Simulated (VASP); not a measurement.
A run of VASP 6.6.1:

INCAR

```
SYSTEM = Al4N5
ALGO = Normal
DIPOL = 0.5 0.5 0.291
EDIFF = 1E-6
ENCUT = 520
GGA = PE
IDIPOL = 3
ISIF = 2
ISMEAR = 0
IVDW = 12
LASPH = .TRUE.
LCHARG = .FALSE.
LDIPOL = .TRUE.
LREAL = Auto
LWAVE = .FALSE.
NBANDS = 52
NELM = 80
PREC = Accurate
SIGMA = 0.05
```

The input KPOINTS:

```
k-points
0
G
  5 6 1
  0 0 0
```

Contents of POSCAR:

```
Al4N5
1.0
    6.2178777932      0.0000000000      0.0000000000
    0.0000000000      4.9778062151      0.0000000000
    0.0000000000      0.0000000000     22.0612415661
Al N
8 10
Direct
    0.0000000000      0.9984444684      0.1813134582
    0.5000000000      0.9984444684      0.1813134582
    0.2500000000      0.4984444684      0.2219944576
    0.7500000000      0.4984444684      0.2219944576
    0.2500000000      0.9927115344      0.3083994001
    0.7500000000      0.9927115344      0.3083994001
    0.0000000000      0.4640676885      0.3340308200
    0.5000000000      0.4640676885      0.3340308200
    0.0000000000      0.6165555316      0.1813134582
    0.5000000000      0.6165555316      0.1813134582
    0.2500000000      0.1165555316      0.2219944576
    0.7500000000      0.1165555316      0.2219944576
    0.2500000000      0.6144481599      0.3071137031
    0.7500000000      0.6144481599      0.3071137031
    0.0000000000      0.1109285761      0.3427387141
    0.5000000000      0.1109285761      0.3427387141
    0.1250000000      0.6109285761      0.4968551536
    0.1250000000      0.6109285761      0.5467163546
```

Potentials or basis: VASP PAW PBE potentials, release 64 (Al, N).

Command:

```sh
$ cat potpaw_PBE.64/Al/POTCAR potpaw_PBE.64/N/POTCAR > POTCAR
$ mpirun -np 1 vasp_std > vasp.out
```

Hardware: 1 thread of Intel Xeon 8259CL (shared host).

Task: Estimate the wall time of this run.

Result: Wall time 40 min on 1 thread of Intel Xeon 8259CL (shared host), peak memory 0.84 GiB. Counts: scf iterations 28, k points 16.
